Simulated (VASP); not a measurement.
Set up this calculation in VASP 6.6.1, as the native input.

```
Task                   : electric field gradients
Functional             : PBE
Potentials or basis    : VASP PAW PBE potentials, release 64 (Zr_sv)
Cutoff                 : 400 eV
k mesh                 : 14 × 14 × 14
Occupations            : fermi-dirac, width 0.08 eV
Spin                   : no spin polarisation
Dipole correction      : no
Further INCAR settings : ALGO = Normal; EDIFF = 1e-08; NBANDS = 12
```

The structure of Zr lies in POSCAR:

```
Zr
1.0
   -1.8160133332      1.8160133332      1.8160133332
    1.8160133332     -1.8160133332      1.8160133332
    1.8160133332      1.8160133332     -1.8160133332
Zr
1
Direct
    0.0000000000      0.0000000000      0.0000000000
```

This isn't the form of Zr at room conditions, which is hcp.

One way to write it, as run:

INCAR

```
ALGO = Normal
EDIFF = 1E-8
ENCUT = 400
GGA = PE
GGA_COMPAT = F
ISIF = 2
ISMEAR = -1
LASPH = T
LCHARG = F
LEFG = T
LREAL = F
LWAVE = F
NBANDS = 12
NELM = 120
PREC = Accurate
SIGMA = 0.08
```

KPOINTS

```
k-points
0
Gamma
  14 14 14
```

Potentials or basis: VASP PAW PBE potentials, release 64 (Zr_sv).

Launch:

```console
$ cat potpaw_PBE.64/Zr_sv/POTCAR > POTCAR
$ mpirun -np 1 vasp_std > vasp.out
```

It gave:

| Quantity | Value |
| --- | --- |
| Pressure | -3.9 GPa |
| Band gap on the k mesh | zero (bands 6 and 7 overlap by 1.73 eV) |
| Largest electric field gradient by atom | zero within the noise of the run |

Caveat: the cell stands under tension.

Wall time 36 s on 1 thread of Intel Xeon 8259CL, with other jobs on the host, peak memory 0.15 GiB.
